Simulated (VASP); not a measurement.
Ba3SbP: single point with LDA

The system is Ba3SbP.

```
Ba Sb P
1.0
     6.11318    0.00000    0.00000
     0.00000    6.11318    0.00000
     0.00000    0.00000    6.11318
Ba Sb P
3 1 1
Direct
  0.00000 0.50000 0.50000
  0.50000 0.00000 0.50000
  0.50000 0.50000 0.00000
  0.00000 0.00000 0.00000
  0.50000 0.50000 0.50000
```

* Program: VASP 6.6.1
* Task: single point
* Functional: LDA
* Potentials or basis: VASP PAW LDA potentials, release 64 (Ba_sv, Sb_d_GW, P)
* Cutoff: 500 eV
* k mesh: 4 × 4 × 4
* Occupations: gaussian, width 0.1 eV
* Spin: no spin polarisation
* Dipole correction: no
* Further INCAR settings: ALGO = Normal; EDIFF = 1e-06; NBANDS = 33

```yaml
Pressure: -2.0 GPa
Band_gap_on_the_k_mesh: 0.14 eV
```

Levels at points of the mesh, in eV from the valence-band top:
```csv
k point,band 21,band 22,band 23,band 24,band 25,band 26,band 27,band 28,band 29,band 30
"(0.00, 0.00, 0.00)",-0.55,-0.55,0.00,0.00,0.00,0.14,0.40,0.40,0.49,0.49
"(0.50, 0.00, 0.00)",-1.73,-0.75,-0.75,-0.65,-0.65,0.76,1.26,1.40,2.02,2.27
"(0.50, 0.50, 0.00)",-2.38,-1.11,-1.11,-0.96,-0.93,1.78,1.78,1.89,2.10,2.10
"(0.50, 0.50, 0.50)",-2.54,-2.54,-0.76,-0.76,-0.76,1.52,1.52,1.52,1.62,2.23
```

Run time: 56 s on 1 thread of AMD EPYC 9R45 96-Core Processor (Zen 5), with other jobs on the host, peak memory 0.27 GiB.

Caveat: semilocal functionals underestimate gaps, and a narrow one can read as zero; spin-orbit coupling is left out, which moves the levels of the heavy elements. A k mesh can miss the band edges.
